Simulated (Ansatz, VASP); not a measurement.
# Two plane-wave programs on Si3N4

INCAR

```
SYSTEM = Si3N4
PREC = Accurate ; ENCUT = 520
EDIFF = 1E-7 ; ISMEAR = -1
SIGMA = 0.02 ; LREAL = .FALSE.
LASPH = .TRUE. ; NELM = 80
ALGO = Normal ; ISIF = 2
LWAVE = .FALSE. ; LCHARG = .FALSE.
GGA = PE ; IBRION = 2
NSW = 80 ; EDIFFG = -0.02
LUSENCCL = .FALSE.
```

Contents of KPOINTS:

```
Automatic mesh
0
G
  6 6 6
  0 0 0
```

POSCAR

```
Si3N4
1.0
    0.0000000000      3.8382500000      3.8382500000
    3.8382500000      0.0000000000      3.8382500000
    3.8382500000      3.8382500000      0.0000000000
Si N
6 8
Direct
    0.1250000000      0.1250000000      0.1250000000
    0.6250000000      0.1250000000      0.1250000000
    0.1250000000      0.1250000000      0.6250000000
    0.1250000000      0.6250000000      0.1250000000
    0.5000000000      0.5000000000      0.5000000000
    0.7500000000      0.7500000000      0.7500000000
    0.8824000000      0.8824000000      0.8824000000
    0.8972000000      0.3676000000      0.3676000000
    0.8824000000      0.8824000000      0.3528000000
    0.3676000000      0.8972000000      0.3676000000
    0.3528000000      0.8824000000      0.8824000000
    0.3676000000      0.3676000000      0.3676000000
    0.8824000000      0.3528000000      0.8824000000
    0.3676000000      0.3676000000      0.8972000000
```

Input for Ansatz:

```yaml
crystal:
  lattice:
    - [0.0, 3.83825, 3.83825]
    - [3.83825, 0.0, 3.83825]
    - [3.83825, 3.83825, 0.0]
  atoms:
    - { symbol: Si, position: [0.125, 0.125, 0.125] }
    - { symbol: Si, position: [0.625, 0.125, 0.125] }
    - { symbol: Si, position: [0.125, 0.125, 0.625] }
    - { symbol: Si, position: [0.125, 0.625, 0.125] }
    - { symbol: Si, position: [0.5, 0.5, 0.5] }
    - { symbol: Si, position: [0.75, 0.75, 0.75] }
    - { symbol: "N", position: [0.8824, 0.8824, 0.8824] }
    - { symbol: "N", position: [0.8972, 0.3676, 0.3676] }
    - { symbol: "N", position: [0.8824, 0.8824, 0.3528] }
    - { symbol: "N", position: [0.3676, 0.8972, 0.3676] }
    - { symbol: "N", position: [0.3528, 0.8824, 0.8824] }
    - { symbol: "N", position: [0.3676, 0.3676, 0.3676] }
    - { symbol: "N", position: [0.8824, 0.3528, 0.8824] }
    - { symbol: "N", position: [0.3676, 0.3676, 0.8972] }
kpoints:
  mp_grid: { grid: [6, 6, 6] }
scf:
  occupations: { method: fermi_dirac, width: 0.02 }
hamiltonian:
  xc: pbe
  pseudopotentials: { kind: paw }
output:
  forces: true
  stress: true
  populations: true
  efg:
    quadrupole_moments_barn: { "N": 0.02044 }
    contact_densities: true
  write_density: true
  write_potential: true
  elf: true
  volumetric_format: npy
relax:
  f_tol: 0.02
  max_steps: 60
```

Alike in both runs: task relaxation of the atoms; functional PBE; k mesh 6 × 6 × 6; occupations fermi-dirac, width 0.02 eV; no spin polarisation.

```csv
,VASP,Ansatz
version,VASP 6.6.1,Ansatz 0.2.0
potentials or method,"VASP PAW PBE potentials, release 64 (Si, N)","plane-wave PAW, scalar-relativistic"
plane-wave cutoff (eV),520,420
valence electrons in the cell,64,64
```

```csv
,VASP,Ansatz,Ansatz less VASP
"gap on the k mesh at the Fermi level, each at its own relaxed structure (eV)",3.50,3.52,+0.012
```

Ansatz's warnings: stress scf threshold loose.
